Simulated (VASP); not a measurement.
LaAgS2:

```
CELL_PARAMETERS angstrom
4.10914 0.00000 0.00000
0.00000 4.10914 0.00000
0.00000 0.00000 10.16868
ATOMIC_POSITIONS crystal
Ag 0.75000 0.25000 0.00000
Ag 0.25000 0.75000 0.00000
La 0.25000 0.25000 0.76510
La 0.75000 0.75000 0.23490
S 0.25000 0.25000 0.32200
S 0.75000 0.75000 0.67800
S 0.75000 0.25000 0.50000
S 0.25000 0.75000 0.50000
```

```yaml
Program: VASP 6.6.1
Task: relaxation of cell and atoms
Functional: PBE
Potentials_or_basis: VASP PAW PBE potentials, release 64 (Ag, La, S)
Cutoff: 600 eV
k_mesh: 5 × 5 × 2
Occupations: gaussian, width 0.1649 eV
Spin: no spin polarisation
```

At the start: pressure 1.8 GPa; volume 21.46 Å³/atom.

Task: Where does the relaxation end?

Result: Over 25 steps the energy falls by 745.2 meV/atom and the volume is 23.96 Å³/atom (+11.6 %); space group P4/nmm (No. 129, to 0.1 Å) before and after.

The path:
| step | energy change (eV) | largest force (eV/Å) | pressure (GPa) | volume (Å³) |
| --- | --- | --- | --- | --- |
| 1 | 0.0000 | 2.8398 | 1.77 | 171.70 |
| 2 | -1.6259 | 2.6480 | -0.62 | 177.60 |
| 3 | -4.7597 | 1.3827 | -4.12 | 195.43 |
| 4 | -2.5640 | 1.3543 | -3.68 | 231.73 |
| 5 | -5.5162 | 0.3455 | -5.21 | 208.42 |
| 6 | -5.5893 | 0.3420 | -4.99 | 204.57 |
| 7 | -4.9157 | 2.1425 | 12.03 | 168.13 |
| 8 | -5.9288 | 0.3861 | -0.37 | 190.32 |
| 9 | -5.9294 | 0.4155 | -0.19 | 189.86 |
| 10 | -5.9603 | 0.0229 | 0.01 | 189.29 |
| 11 | -5.9603 | 0.0191 | 0.03 | 189.25 |
| 12 | -5.9603 | 0.0201 | 0.02 | 189.27 |
| 13 | -5.9604 | 0.0210 | -0.01 | 189.43 |
| 14 | -5.9607 | 0.0233 | -0.10 | 189.91 |
| 15 | -5.9605 | 0.0345 | -0.28 | 190.87 |
| 16 | -5.9607 | 0.0224 | -0.17 | 190.26 |
| 17 | -5.9607 | 0.0243 | -0.16 | 190.27 |
| 18 | -5.9608 | 0.0224 | -0.16 | 190.30 |
| 19 | -5.9609 | 0.0216 | -0.14 | 190.36 |
| 20 | -5.9611 | 0.0221 | -0.12 | 190.47 |
| 21 | -5.9615 | 0.0238 | -0.09 | 190.70 |
| 22 | -5.9618 | 0.0289 | 0.02 | 191.15 |
| 23 | -5.9618 | 0.0292 | 0.03 | 191.18 |
| 24 | -5.9619 | 0.0216 | 0.02 | 191.33 |
| 25 | -5.9619 | 0.0082 | 0.00 | 191.64 |

Final structure:
```
Ag La S
1.0
     3.94707    0.00000    0.00000
     0.00000    3.94707    0.00000
     0.00000    0.00000   12.30098
Ag La S
2 2 4
Direct
  0.75000 0.25000 0.00000
  0.25000 0.75000 0.00000
  0.25000 0.25000 0.68272
  0.75000 0.75000 0.31728
  0.25000 0.25000 0.24428
  0.75000 0.75000 0.75572
  0.75000 0.25000 0.50000
  0.25000 0.75000 0.50000
```

Caveat: a cell axis changed by over 15 % at a fixed basis, so the end point is rough.
